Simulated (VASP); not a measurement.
# LiMg12 (a cell with a defect) in VASP: single point with PBE

Aim: the single point of LiMg12 (a cell with a defect) with PBE.

All numbers are computed with VASP 6.6.1; they aren't measurements. Logs are shortened: lines on timing, memory, paths and dates and some standing lists are left out, and cuts for length are marked.

## 1. The cell of the first run

The cell holds a defect, 13 atoms: a = 6.420 Å, b = 9.630 Å, c = 5.213 Å, α = 90.00°, β = 90.00°, γ = 120.00°.

## 2. Single point, PBE

The input, INCAR:

```
SYSTEM = LiMg12
  PREC = Accurate
  ENCUT = 520
  EDIFF = 1E-6
  ISMEAR = -1
  SIGMA = 0.05
  LREAL = .FALSE.
  LASPH = .TRUE.
  NELM = 100
  ALGO = Normal
  ISIF = 2
  LWAVE = .FALSE.
  LCHARG = .TRUE.
  GGA = PE
  LELF = .TRUE.
  LVHAR = .TRUE.
  NBANDS = 26
```

The input, KPOINTS:

```
Automatic mesh
0
G
  4 3 4
  0 0 0
```

The input, POSCAR:

```
LiMg12
1.0
    6.4200000000      0.0000000000      0.0000000000
   -4.8150000000      8.3398250000      0.0000000000
    0.0000000000      0.0000000000      5.2130400000
Mg Li
12 1
Direct
    0.0899795037      0.0375467111      0.0179377101
    0.1866467784      0.2449905124      0.5133866228
   -0.0327406369      0.3030164302      0.0036755904
    0.1906450345      0.5723310741      0.4079257017
    0.0013104055      0.6687058781     -0.0302696699
    0.1717521055      0.8928308448      0.5196535994
    0.5071731423     -0.0250158726      0.0726562620
    0.6584279899      0.2200169668      0.5193242331
    0.5283303113      0.3458090547      0.0160911867
    0.6950386366      0.5469173514      0.4958638338
    0.4116578968      0.6009947451     -0.1166367417
    0.7052310586      0.9234040283      0.6120405752
    0.7210842005      0.7801214054      1.2005965809
```

Potentials or basis: VASP PAW PBE potentials, release 64 (Mg, Li_sv).

Launch:

```sh
> cat potpaw_PBE.64/Mg/POTCAR potpaw_PBE.64/Li_sv/POTCAR > POTCAR
> mpirun -np 1 vasp_std > vasp.out
```

OUTCAR:

```text
SYSTEM = LiMg12
   PREC = Accurate
   ENCUT = 520
   EDIFF = 1E-6
   ISMEAR = -1
   LREAL = .FALSE.
   LASPH = .TRUE.
   NELM = 100
   ISIF = 2
   GGA = PE

 ion  position               nearest neighbor table
   1  0.090  0.038  0.018-  13 2.61   9 2.89  12 3.01   3 3.03   7 3.04   6 3.11   6 3.13   2 3.13
                             2 3.17   5 3.31   7 3.49
   2  0.187  0.245  0.513-   3 3.10  10 3.10   1 3.13  12 3.14   8 3.16   1 3.17   3 3.18   4 3.19
                             9 3.22   9 3.24   8 3.28   6 3.34  11 3.55
   3  0.967  0.303  0.004-  11 2.93   1 3.03   9 3.05   8 3.06   7 3.08   4 3.08   2 3.10   2 3.18
                             8 3.20   9 3.42   5 3.42
   4  0.191  0.572  0.408-  11 2.80   5 2.95  11 3.03   3 3.08  10 3.10   2 3.19   6 3.20  10 3.40
                             8 3.45   5 3.47  12 3.51
   5  0.001  0.669  0.970-  13 2.79   4 2.95   6 3.00  10 3.01  11 3.05   9 3.08   7 3.16  10 3.23
                             1 3.31   3 3.42   6 3.42   4 3.47  11 3.53
   6  0.172  0.893  0.520-   7 3.00   5 3.00  13 3.03   1 3.11   1 3.13   8 3.14  12 3.19   4 3.20
                            10 3.21  12 3.32   2 3.34   5 3.42   7 3.45
   7  0.507  0.975  0.073-  12 2.87  13 2.90   6 3.00   1 3.04   3 3.08   8 3.11   5 3.16  12 3.23
                             6 3.45  11 3.48   1 3.49   9 3.52   8 3.54
   8  0.658  0.220  0.519-  10 3.04  12 3.06   3 3.06   7 3.11   6 3.14   9 3.14   2 3.16   9 3.17
                             3 3.20   2 3.28   4 3.45   7 3.54
   9  0.528  0.346  0.016-   1 2.89  11 2.99  10 3.01   3 3.05   5 3.08   8 3.14   8 3.17  10 3.19
                             2 3.22   2 3.24   3 3.42   7 3.52
  10  0.695  0.547  0.496-  13 2.66  11 2.93   5 3.01   9 3.01   8 3.04   4 3.10   2 3.10   9 3.19
                             6 3.21   5 3.23   4 3.40  12 3.64
  11  0.412  0.601  0.883-  13 2.50   4 2.80   3 2.93  10 2.93   9 2.99   4 3.03   5 3.05  12 3.06
                             7 3.48   5 3.53   2 3.55
  12  0.705  0.923  0.612-  13 2.58   7 2.87   1 3.01  11 3.06   8 3.06   2 3.14   6 3.19   7 3.23
                             6 3.32   4 3.51  10 3.64
  13  0.721  0.780  0.201-  11 2.50  12 2.58   1 2.61  10 2.66   5 2.79   7 2.90   6 3.03

  LATTYP: Found a simple monoclinic cell.
 ALAT       =     6.4200000000
 B/A-ratio  =     0.8120000000
 C/A-ratio  =     1.3228757108
 COS(beta)  =    -0.1889822286

  Lattice vectors:

 A1 = (   6.4200000000,   0.0000000000,   0.0000000000)
 A2 = (   0.0000000000,   0.0000000000,   5.2130400000)
 A3 = (  -1.6050000000,  -8.3398250000,   0.0000000000)

Analysis of symmetry for initial positions (statically):
=====================================================================
 Subroutine PRICEL returns:
 Original cell was already a primitive cell.

 Routine SETGRP: Setting up the symmetry group for a
 simple monoclinic supercell.

 Subroutine GETGRP returns: Found  1 space group operations
 (whereof  1 operations were pure point group operations)
 out of a pool of  4 trial point group operations.

The static configuration has the point symmetry C_1 .

Analysis of symmetry for dynamics (positions and initial velocities):
=====================================================================
 Subroutine PRICEL returns:
 Original cell was already a primitive cell.

 Routine SETGRP: Setting up the symmetry group for a
 simple monoclinic supercell.

 Subroutine GETGRP returns: Found  1 space group operations
 (whereof  1 operations were pure point group operations)
 out of a pool of  4 trial point group operations.

The dynamic configuration has the point symmetry C_1 .

 Subroutine INISYM returns: Found  1 space group operations
 (whereof  1 operations are pure point group operations),
 and found     1 'primitive' translations

----------------------------------------------------------------------------------------

                                     Primitive cell

  volume of cell :     279.1149

  direct lattice vectors                    reciprocal lattice vectors
     6.420000000  0.000000000  0.000000000     0.155763240  0.089929945  0.000000000
    -4.815000000  8.339825000  0.000000000     0.000000000  0.119906593  0.000000000
     0.000000000  0.000000000  5.213040000     0.000000000  0.000000000  0.191826650

  length of vectors
[... 34 lines left out ...]

 KPOINTS: Automatic mesh

Automatic generation of k-mesh.
 Grid dimensions read from file:
 generate k-points for:    4    3    4

 Generating k-lattice:

  Cartesian coordinates                     Fractional coordinates (reciprocal lattice)
     0.038940810  0.022482486  0.000000000     0.250000000  0.000000000  0.000000000
     0.000000000  0.039968864  0.000000000     0.000000000  0.333333333  0.000000000
     0.000000000  0.000000000  0.047956663     0.000000000  0.000000000  0.250000000

  Length of vectors
     0.044964974  0.039968864  0.047956663

  Shift w.r.t. Gamma in fractional coordinates (k-lattice)
     0.000000000  0.000000000  0.000000000

 Subroutine IBZKPT returns following result:
 ===========================================

 Found     26 irreducible k-points:

 Following reciprocal coordinates:
            Coordinates               Weight
  0.000000  0.000000  0.000000      1.000000
  0.250000  0.000000  0.000000      2.000000
  0.500000  0.000000  0.000000      1.000000
  0.000000  0.333333  0.000000      2.000000
  0.250000  0.333333  0.000000      2.000000
  0.500000  0.333333  0.000000      2.000000
[... 16 lines left out ...]
  0.000000  0.333333  0.500000      2.000000
  0.250000  0.333333  0.500000      2.000000
 [... further k-points ...]
   k-points           NKPTS =     26   k-points in BZ     NKDIM =     26   number of bands    NBANDS=     26
   number of dos      NEDOS =    301   number of ions     NIONS =     13
   total plane-waves  NPLWV = 138240
   dimension x,y,z NGX =    48 NGY =   72 NGZ =   40
   dimension x,y,z NGXF=    96 NGYF=  144 NGZF=   80
   ions per type =              12   1
   NGX,Y,Z   is equivalent  to a cutoff of  12.43, 12.43, 12.76 a.u.
   NGXF,Y,Z  is equivalent  to a cutoff of  24.86, 24.86, 25.51 a.u.
 SYSTEM =  LiMg12
   PREC   = accura    normal or accurate (medium, high low for compatibility)
   ISTART =      0    job   : 0-new  1-cont  2-samecut
   ICHARG =      2    charge: 1-file 2-atom 10-const
   ISPIN  =      1    spin polarized calculation?
   LNONCOLLINEAR =      F non collinear calculations
   LSORBIT =      F    spin-orbit coupling
   LASPH  =      T    aspherical Exc in radial PAW
   ENCUT  =  520.0 eV  38.22 Ry    6.18 a.u.  11.94 17.91  9.69*2*pi/ulx,y,z
   NELM   =    100;   NELMIN=  2; NELMDL= -5     # of ELM steps
   EDIFF  = 0.1E-05   stopping-criterion for ELM
   LREAL  =      F    real-space projection
   EDIFFG = 0.1E-04   stopping-criterion for IOM
   NSW    =      0    number of steps for IOM
   IBRION =     -1    ionic relax: 0-MD 1-quasi-New 2-CG
   NFREE  =      0    steps in history (QN), initial steepest desc. (CG)
   ISIF   =      2    stress and relaxation
   ISYM   =      2    0-nonsym 1-usesym 2-fastsym
   POTIM  = 0.5000    time-step for ionic-motion
   TEBEG  =    0.0;   TEEND  =   0.0 temperature during run
   PSTRESS=    0.0 pullay stress
   NELECT =      27.0000    total number of electrons
   NUPDOWN=      -1.0000    fix difference up-down
   EMIN   =  10.00;   EMAX   =-10.00  energy-range for DOS
   EFERMI =   0.00;   METHOD = LEGACY
   ISMEAR =    -1;   SIGMA  =   0.05  broadening in eV -4-tet -1-fermi 0-gaus
   EFERMI_NEDOS =   21; number of points for ismear=-14 and -15
   IALGO  =     38    algorithm
   IMIX   =      4    mixing-type and parameters
     AMIX     =   0.40;   BMIX     =  1.00
     AMIX_MAG =   1.60;   BMIX_MAG =  1.00
  volume/ion in A,a.u.               =      21.47       144.89
  Fermi-wavevector in a.u.,A,eV,Ry     =   0.751511  1.420149  7.684136  0.564768
  Thomas-Fermi vector in A             =   1.848508
   LORBIT       =      0    0 simple, 1 ext, 2 COOP (PROOUT), +10 PAW based schemes
   GGA     = PE    functional components
[... 5 lines left out ...]
 non-spin polarized calculation
  energy-cutoff  :      520.00
  volume of cell :      279.11
 maximum number of plane-waves:      7534
   NGX = 23   NGY = 35   NGZ = 19

 number of electron      26.9999998 magnetization

 Free energy of the ion-electron system (eV)
  ---------------------------------------------------
  ext. energy  EPLUGINS =         0.00000000
  ---------------------------------------------------
  free energy    TOTEN  =       -18.82349762 eV

  energy without entropy =      -18.78113139  energy(sigma->0) =      -18.80231450

 E-fermi :   2.7938     XC(G=0):  -8.5752

 val. band max:        2.7878703323   @ k =  -0.2500   0.3333   0.0000
 cond. band min:       2.8000522692   @ k =   0.2500   0.3333   0.5000
 fundamental gap:      0.0121819370
 Fermi energy:         2.7937845222

 k-point     1 :       0.0000    0.0000    0.0000
  band No.  band energies     occupation
      1     -43.6468      2.00000
      2      -4.1922      2.00000
      3      -2.1806      2.00000
      4      -1.9639      2.00000
      5      -0.6166      2.00000
      6      -0.4277      2.00000
[... 661 lines left out ...]
     24       7.5599      0.00000
     25       7.7024      0.00000

 [... further k-points ...]

 [bands above 25 left out]

------------------------ aborting loop because EDIFF is reached ----------------------------------------

  FORCE on cell =-STRESS in cart. coord.  units (eV):
  Direction    XX          YY          ZZ          XY          YZ          ZX
  --------------------------------------------------------------------------------------
  -------------------------------------------------------------------------------------
  Total        3.0600257      3.9088060      6.8859915      0.5925930      0.6771337      0.2391371
  in kB       17.5651812     22.4373561     39.5270174      3.4016067      3.8868876      1.3726966
  external PRESSURE =      26.5098515 kB  Pullay stress =       0.0000000 kB

 VOLUME and BASIS-vectors are now :
 -----------------------------------------------------------------------------
  energy-cutoff  :      520.00
  volume of cell :      279.11
      direct lattice vectors                 reciprocal lattice vectors
     6.420000000  0.000000000  0.000000000     0.155763240  0.089929945  0.000000000
    -4.815000000  8.339825000  0.000000000     0.000000000  0.119906593  0.000000000
     0.000000000  0.000000000  5.213040000     0.000000000  0.000000000  0.191826650

 POSITION                                       TOTAL-FORCE (eV/Angst)
 -----------------------------------------------------------------------------------
      0.39688      0.31313      0.09351         0.007918      0.004887      0.001383
      0.01864      2.04318      2.67631        -0.000433      0.012176     -0.003563
      4.75078      2.52710      0.01916         0.003581      0.007322      0.005735
     -1.53183      4.77314      2.12653        -0.002278      0.004984     -0.000633
     -3.21141      5.57689      5.05524         0.015150     -0.010550     -0.008000
     -3.19633      7.44605      2.70897        -0.007735     -0.008923     -0.002000
     -1.43850      8.13120      0.37876         0.011981     -0.000805     -0.000733
      3.16773      1.83490      2.70726        -0.005022      0.000118      0.001153
      1.72681      2.88399      0.08388         0.000724     -0.005233      0.005739
      1.82874      4.56120      2.58496         0.001220     -0.004561      0.004952
     -0.25095      5.01219      4.60501        -0.006769     -0.005275     -0.007486
      0.08139      7.70103      3.19059        -0.010713     -0.015074      0.007156
      0.87308      6.50608      1.04572        -0.007623      0.020934     -0.003703
 -----------------------------------------------------------------------------------
    total drift:                               -0.000193     -0.000683      0.000097

  FREE ENERGIE OF THE ION-ELECTRON SYSTEM (eV)
  ---------------------------------------------------
  free  energy   TOTEN  =       -18.8234976233 eV

  energy  without entropy=      -18.7811313856  energy(sigma->0) =      -18.80231450
```

It took 3.3 min on 1 thread of Intel Xeon Platinum 8259CL at 2.50GHz (Skylake/Cascade Lake), shared host; peak memory 0.43 GiB.

What came out:

```yaml
Free_energy: -18.8235 eV
Largest_force: 0.023 eV/Å
Band_gap_on_the_k_mesh: zero (an odd number of electrons rules out a gap without spin polarisation)
```

Forces in eV/Å, atoms in the order of the input:
```
Mg   0.008  0.005  0.001
Mg   0.000  0.012 -0.004
Mg   0.004  0.007  0.006
Mg  -0.002  0.005 -0.001
Mg   0.015 -0.011 -0.008
Mg  -0.008 -0.009 -0.002
Mg   0.012 -0.001 -0.001
Mg  -0.005  0.000  0.001
Mg   0.001 -0.005  0.006
Mg   0.001 -0.005  0.005
Mg  -0.007 -0.005 -0.007
Mg  -0.011 -0.015  0.007
Li  -0.008  0.021 -0.004
```

Caveat: the cutoff is under 1.25 times the usual one of these potentials, so pressure, stress and relaxed cells hold a basis-set (Pulay) error.
